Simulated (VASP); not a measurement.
# MgS (P6_3mc) in VASP: a series of runs

Aim: see how the results for MgS move with the level of theory and the settings. Levels: PBE, r2SCAN. Tasks: relaxation of cell and atoms.

Everything below comes from runs of VASP 6.6.1. Logs are shortened: lines on timing, memory, paths and dates and some standing lists are left out, and cuts for length are marked.

### 1 The cell of the first run

The structure is hexagonal, space group P6_3mc (No. 186). Conventional cell: a = 3.831 Å, b = 3.831 Å, c = 12.510 Å, α = 90.00°, β = 90.00°, γ = 120.00°. Mg (site symmetry 3m) has 4 S at 2.35 Å within 3.1 Å. Within 3.1 Å of Mg (site symmetry 3m) lie 4 S at 2.35 Å. S (site symmetry 3m) has 4 Mg at 2.35 Å within 3.1 Å. S (site symmetry 3m) has 4 Mg at 2.35 Å within 3.1 Å.

### 2 Relaxation of cell and atoms, PBE

INCAR

```
SYSTEM = MgS
ALGO     = Normal         ! electronic algorithm
EDIFF    = 1E-7           ! SCF threshold, eV
EDIFFG   = -0.005         ! ionic threshold
ENCUT    = 600            ! plane-wave cutoff, eV
GGA      = PE             ! functional
IBRION   = 2              ! ionic algorithm
ISIF     = 3              ! what is computed and relaxed
ISMEAR   = -1             ! smearing method
LASPH    = .TRUE.         ! aspherical terms in the spheres
LCHARG   = .FALSE.        ! write CHGCAR
LREAL    = .FALSE.        ! projectors in reciprocal space
LWAVE    = .FALSE.        ! write WAVECAR
NELM     = 100            ! most SCF steps
NSW      = 80             ! ionic steps
PREC     = Accurate       ! precision mode
SIGMA    = 0.02           ! smearing width, eV
```

KPOINTS

```
k-points
0
G
  12 12 2
  0 0 0
```

POSCAR

```
MgS
1.0
    3.8305120598      0.0000000000      0.0000000000
   -1.9152560299      3.3173207533      0.0000000000
    0.0000000000      0.0000000000     12.5104523872
Mg S
4 4
Direct
    0.0000000000      0.0000000000      0.0000000000
    0.3333333333      0.6666666667      0.2500000000
    0.0000000000      0.0000000000      0.5000000000
    0.6666666667      0.3333333333      0.7500000000
    0.0000000000      0.0000000000      0.1875000000
    0.3333333333      0.6666666667      0.4375000000
    0.0000000000      0.0000000000      0.6875000000
    0.6666666667      0.3333333333      0.9375000000
```

Potentials or basis: VASP PAW PBE potentials, release 64 (Mg, S).

Run with:

```console
> cat potpaw_PBE.64/Mg/POTCAR potpaw_PBE.64/S/POTCAR > POTCAR
> mpirun -np 1 vasp_std > vasp.out
```

OUTCAR:

```text
SYSTEM = MgS
   EDIFF = 1E-7
   EDIFFG = -0.005
   ENCUT = 600
   GGA = PE
   IBRION = 2
   ISIF = 3
   ISMEAR = -1
   LASPH = .TRUE.
   LREAL = .FALSE.
   NELM = 100
   NSW = 80
   PREC = Accurate

 ion  position               nearest neighbor table
   1  0.000  0.000  0.000-   8 2.35   8 2.35   8 2.35   5 2.35
   2  0.333  0.667  0.250-   5 2.35   5 2.35   5 2.35   6 2.35
   3  0.000  0.000  0.500-   6 2.35   6 2.35   6 2.35   7 2.35
   4  0.667  0.333  0.750-   7 2.35   7 2.35   7 2.35   8 2.35
   5  0.000  0.000  0.188-   2 2.35   2 2.35   2 2.35   1 2.35
   6  0.333  0.667  0.438-   3 2.35   3 2.35   3 2.35   2 2.35
   7  0.000  0.000  0.688-   4 2.35   4 2.35   4 2.35   3 2.35
   8  0.667  0.333  0.938-   1 2.35   1 2.35   1 2.35   4 2.35

  LATTYP: Found a hexagonal cell.
 ALAT       =     3.8305120598
 C/A-ratio  =     3.2660000000

  Lattice vectors:

 A1 = (   3.8305120598,   0.0000000000,   0.0000000000)
 A2 = (  -1.9152560299,   3.3173207533,   0.0000000000)
 A3 = (   0.0000000000,   0.0000000000,  12.5104523872)

Analysis of symmetry for initial positions (statically):
=====================================================================
 Subroutine PRICEL returns:
 Original cell was already a primitive cell.

 Routine SETGRP: Setting up the symmetry group for a
 hexagonal supercell.

 Subroutine GETGRP returns: Found 12 space group operations
 (whereof  6 operations were pure point group operations)
 out of a pool of 24 trial point group operations.

The static configuration has the point symmetry C_3v.
 The point group associated with its full space group is C_6v.

Analysis of symmetry for dynamics (positions and initial velocities):
=====================================================================
 Subroutine PRICEL returns:
 Original cell was already a primitive cell.

 Routine SETGRP: Setting up the symmetry group for a
 hexagonal supercell.

 Subroutine GETGRP returns: Found 12 space group operations
 (whereof  6 operations were pure point group operations)
 out of a pool of 24 trial point group operations.

The dynamic configuration has the point symmetry C_3v.
 The point group associated with its full space group is C_6v.

 Subroutine INISYM returns: Found 12 space group operations
 (whereof  6 operations are pure point group operations),
 and found     1 'primitive' translations

----------------------------------------------------------------------------------------

                                     Primitive cell

  volume of cell :     158.9708

  direct lattice vectors                    reciprocal lattice vectors
     3.830512060  0.000000000  0.000000000     0.261061703  0.150724044  0.000000000
    -1.915256030  3.317320753  0.000000000     0.000000000  0.301448088  0.000000000
     0.000000000  0.000000000 12.510452387     0.000000000  0.000000000  0.079933161

  length of vectors
     3.830512060  3.830512060 12.510452387     0.301448088  0.301448088  0.079933161

  position of ions in fractional coordinates (direct lattice)
     0.000000000  0.000000000  0.000000000
     0.333333333  0.666666667  0.250000000
     0.000000000  0.000000000  0.500000000
     0.666666667  0.333333333  0.750000000
     0.000000000  0.000000000  0.187500000
     0.333333333  0.666666667  0.437500000
     0.000000000  0.000000000  0.687500000
     0.666666667  0.333333333  0.937500000

  ion indices of the primitive-cell ions
   primitive index   ion index
                 1           1
                 2           2
                 3           3
                 4           4
                 5           5
                 6           6
                 7           7
                 8           8

----------------------------------------------------------------------------------------

 KPOINTS: k-points

Automatic generation of k-mesh.
 Grid dimensions read from file:
 generate k-points for:   12   12    2

 Generating k-lattice:

  Cartesian coordinates                     Fractional coordinates (reciprocal lattice)
     0.021755142  0.012560337  0.000000000     0.083333333 -0.000000000  0.000000000
     0.000000000  0.025120674  0.000000000     0.000000000  0.083333333  0.000000000
     0.000000000  0.000000000  0.039966580     0.000000000  0.000000000  0.500000000

  Length of vectors
     0.025120674  0.025120674  0.039966580

  Shift w.r.t. Gamma in fractional coordinates (k-lattice)
     0.000000000  0.000000000  0.000000000

 Subroutine IBZKPT returns following result:
 ===========================================

 Found     38 irreducible k-points:

 Following reciprocal coordinates:
            Coordinates               Weight
  0.000000  0.000000  0.000000      1.000000
  0.083333  0.000000  0.000000      6.000000
  0.166667  0.000000  0.000000      6.000000
  0.250000 -0.000000  0.000000      6.000000
  0.333333 -0.000000  0.000000      6.000000
  0.416667 -0.000000  0.000000      6.000000
[... 16 lines left out ...]
  0.250000 -0.000000  0.500000      6.000000
  0.333333 -0.000000  0.500000      6.000000
 [... further k-points ...]
   k-points           NKPTS =     38   k-points in BZ     NKDIM =     38   number of bands    NBANDS=     21
   number of dos      NEDOS =    301   number of ions     NIONS =      8
   total plane-waves  NPLWV = 102400
   dimension x,y,z NGX =    32 NGY =   32 NGZ =  100
   dimension x,y,z NGXF=    64 NGYF=   64 NGZF=  200
   ions per type =               4   4
   NGX,Y,Z   is equivalent  to a cutoff of  13.89, 13.89, 13.29 a.u.
   NGXF,Y,Z  is equivalent  to a cutoff of  27.78, 27.78, 26.58 a.u.
 SYSTEM =  MgS
   PREC   = accura    normal or accurate (medium, high low for compatibility)
   ISTART =      0    job   : 0-new  1-cont  2-samecut
   ICHARG =      2    charge: 1-file 2-atom 10-const
   ISPIN  =      1    spin polarized calculation?
   LNONCOLLINEAR =      F non collinear calculations
   LSORBIT =      F    spin-orbit coupling
   LASPH  =      T    aspherical Exc in radial PAW
   ENCUT  =  600.0 eV  44.10 Ry    6.64 a.u.   7.65  7.65 24.99*2*pi/ulx,y,z
   NELM   =    100;   NELMIN=  2; NELMDL= -5     # of ELM steps
   EDIFF  = 0.1E-06   stopping-criterion for ELM
   LREAL  =      F    real-space projection
   EDIFFG = -.5E-02   stopping-criterion for IOM
   NSW    =     80    number of steps for IOM
   IBRION =      2    ionic relax: 0-MD 1-quasi-New 2-CG
   NFREE  =      1    steps in history (QN), initial steepest desc. (CG)
   ISIF   =      3    stress and relaxation
   ISYM   =      2    0-nonsym 1-usesym 2-fastsym
   POTIM  = 0.5000    time-step for ionic-motion
   TEBEG  =    0.0;   TEEND  =   0.0 temperature during run
   PSTRESS=    0.0 pullay stress
   NELECT =      32.0000    total number of electrons
   NUPDOWN=      -1.0000    fix difference up-down
   EMIN   =  10.00;   EMAX   =-10.00  energy-range for DOS
   EFERMI =   0.00;   METHOD = LEGACY
   ISMEAR =    -1;   SIGMA  =   0.02  broadening in eV -4-tet -1-fermi 0-gaus
   EFERMI_NEDOS =   21; number of points for ismear=-14 and -15
   IALGO  =     38    algorithm
   IMIX   =      4    mixing-type and parameters
     AMIX     =   0.40;   BMIX     =  1.00
     AMIX_MAG =   1.60;   BMIX_MAG =  1.00
  volume/ion in A,a.u.               =      19.87       134.10
  Fermi-wavevector in a.u.,A,eV,Ry     =   0.959443  1.813084 12.524576  0.920530
  Thomas-Fermi vector in A             =   2.088639
   LORBIT       =      0    0 simple, 1 ext, 2 COOP (PROOUT), +10 PAW based schemes
   GGA     = PE    functional components
   LHFCALC =     F    Hartree Fock is set to
   AEXX    =    0.0000 exact exchange contribution
   IVDW    =     0    specifies the selected vdW correction
   LEPSILON=     F    determine dielectric tensor
   LRPA    =     F    only Hartree local field effects (RPA)
 conjugate gradient relaxation of ions
 non-spin polarized calculation
  energy-cutoff  :      600.00
  volume of cell :      158.97
 maximum number of plane-waves:      5366
 NGX is ok and might be reduce to    32
   NGX = 15   NGY = 15   NGZ = 49

--------------------------------------- Ionic step        1  -------------------------------------------

 number of electron      32.0000001 magnetization

 Free energy of the ion-electron system (eV)
  ---------------------------------------------------
  ext. energy  EPLUGINS =         0.00000000
  ---------------------------------------------------
  free energy    TOTEN  =       -33.13336555 eV

  energy without entropy =      -33.13336555  energy(sigma->0) =      -33.13336555

------------------------ aborting loop because EDIFF is reached ----------------------------------------

  FORCE on cell =-STRESS in cart. coord.  units (eV):
  Direction    XX          YY          ZZ          XY          YZ          ZX
  --------------------------------------------------------------------------------------
  -------------------------------------------------------------------------------------
  Total       11.2634452     11.2634452     10.9582566      0.0000000      0.0000000      0.0000000
  in kB      113.5179450    113.5179450    110.4421198      0.0000000      0.0000000      0.0000000
  external PRESSURE =     112.4926699 kB  Pullay stress =       0.0000000 kB
[... 107 lines left out ...]
  FREE ENERGIE OF THE ION-ELECTRON SYSTEM (eV)
  ---------------------------------------------------
  free  energy   TOTEN  =       -33.9223648083 eV

  energy  without entropy=      -33.9223648083  energy(sigma->0) =      -33.92236481

[... ionic steps 4 to 13 ...]

--------------------------------------- Ionic step       14  -------------------------------------------

 number of electron      32.0000000 magnetization

------------------------ aborting loop because EDIFF is reached ----------------------------------------

  FORCE on cell =-STRESS in cart. coord.  units (eV):
  Direction    XX          YY          ZZ          XY          YZ          ZX
  --------------------------------------------------------------------------------------
  -------------------------------------------------------------------------------------
  Total        0.0206545      0.0206545      0.0055309      0.0000000      0.0000000      0.0000000
  in kB        0.1794711      0.1794711      0.0480588      0.0000000      0.0000000      0.0000000
  external PRESSURE =       0.1356670 kB  Pullay stress =       0.0000000 kB
[... 69 lines left out ...]
  energy  without entropy=      -33.9239051574  energy(sigma->0) =      -33.92390516

--------------------------------------- Ionic step       16  -------------------------------------------

 number of electron      32.0000000 magnetization

 Free energy of the ion-electron system (eV)
  ---------------------------------------------------
  ext. energy  EPLUGINS =         0.00000000
  ---------------------------------------------------
  free energy    TOTEN  =       -33.92391340 eV

  energy without entropy =      -33.92391340  energy(sigma->0) =      -33.92391340

 E-fermi :   1.4203     XC(G=0):  -8.3238

 val. band max:        1.0062430933   @ k =   0.0000   0.0000   0.0000
 cond. band min:       4.3870946939   @ k =   0.0000   0.0000   0.0000
 fundamental gap:      3.3808516006
 Fermi energy:         1.4203474886

 k-point     1 :       0.0000    0.0000    0.0000
  band No.  band energies     occupation
      1     -10.2561      2.00000
      2      -9.9503      2.00000
      3      -9.9400      2.00000
      4      -9.5819      2.00000
      5      -2.0979      2.00000
      6      -0.8493      2.00000
[... 550 lines left out ...]
      5      -1.6190      2.00000
      6      -1.6190      2.00000
[... 13 lines left out ...]
     20       6.3705      0.00000
     21       7.3159      0.00000

 [... further k-points ...]

------------------------ aborting loop because EDIFF is reached ----------------------------------------

  FORCE on cell =-STRESS in cart. coord.  units (eV):
  Direction    XX          YY          ZZ          XY          YZ          ZX
  --------------------------------------------------------------------------------------
  -------------------------------------------------------------------------------------
  Total       -0.0039336     -0.0039336     -0.0030334      0.0000000      0.0000000      0.0000000
  in kB       -0.0341708     -0.0341708     -0.0263504      0.0000000      0.0000000      0.0000000
  external PRESSURE =      -0.0315640 kB  Pullay stress =       0.0000000 kB
[... 23 lines left out ...]
  FREE ENERGIE OF THE ION-ELECTRON SYSTEM (eV)
  ---------------------------------------------------
  free  energy   TOTEN  =       -33.9239133961 eV

  energy  without entropy=      -33.9239133961  energy(sigma->0) =      -33.92391340

 reached required accuracy - stopping structural energy minimisation
```

It took 19 min on 1 thread of Oxide Virtual Turin-like, shared host; peak memory 0.37 GiB.

Results:

```yaml
Free_energy: -33.9239 eV
Relaxed_volume: 23.05 Å³/atom
Relaxed_cell: a = 4.037 Å, b = 4.037 Å, c = 13.070 Å, α = 90.00°, β = 90.00°, γ = 120.00°
Space_group_after_relaxing_to_0.05_Å: P6_3mc (No. 186)
Energy_gained_by_relaxing: 98.8 meV/atom
Ionic_steps: 16
Pressure_after_relaxing: 0.0 GPa
Band_gap_on_the_k_mesh: 3.38 eV, direct
```

Forces on the atoms (eV/Å):
```
Mg   0.000  0.000  0.002
Mg   0.000  0.000 -0.002
Mg   0.000  0.000  0.002
Mg   0.000  0.000 -0.002
S    0.000  0.000  0.001
S    0.000  0.000 -0.002
S    0.000  0.000  0.001
S    0.000  0.000 -0.002
```

The path:
```
step  energy change (eV)  largest force (eV/Å)  pressure (GPa)  volume (Å³)
   1              0.0000                0.0859           11.25       158.97
   2             -0.7209                0.0434           -2.38       193.28
   3             -0.7890                0.0518            0.06       184.25
   4             -0.7889                0.0513           -0.10       184.78
   5             -0.7896                0.0397            0.01       184.40
   6             -0.7898                0.0290            0.12       184.05
   7             -0.7903                0.0163            0.05       184.28
   8             -0.7905                0.0164           -0.05       184.59
   9             -0.7905                0.0162           -0.03       184.54
  10             -0.7905                0.0081            0.00       184.44
  11             -0.7905                0.0062            0.01       184.40
  12             -0.7905                0.0067            0.03       184.32
  13             -0.7905                0.0063            0.01       184.38
  14             -0.7905                0.0062            0.01       184.39
  15             -0.7905                0.0062            0.01       184.39
  16             -0.7905                0.0021            0.00       184.44
```

Final structure:
```
Mg S
1.0
     4.03662    0.00000    0.00000
    -2.01831    3.49581    0.00000
     0.00000    0.00000   13.07018
Mg S
4 4
Direct
  0.00000 0.00000 0.99889
  0.33333 0.66667 0.24982
  0.00000 0.00000 0.49889
  0.66667 0.33333 0.74982
  0.00000 0.00000 0.18799
  0.33333 0.66667 0.43830
  0.00000 0.00000 0.68799
  0.66667 0.33333 0.93830
```

Caveat: the volume moved by over 15 % at a fixed basis, so the end points are rough.

(Part 1 of 2 ends here.)
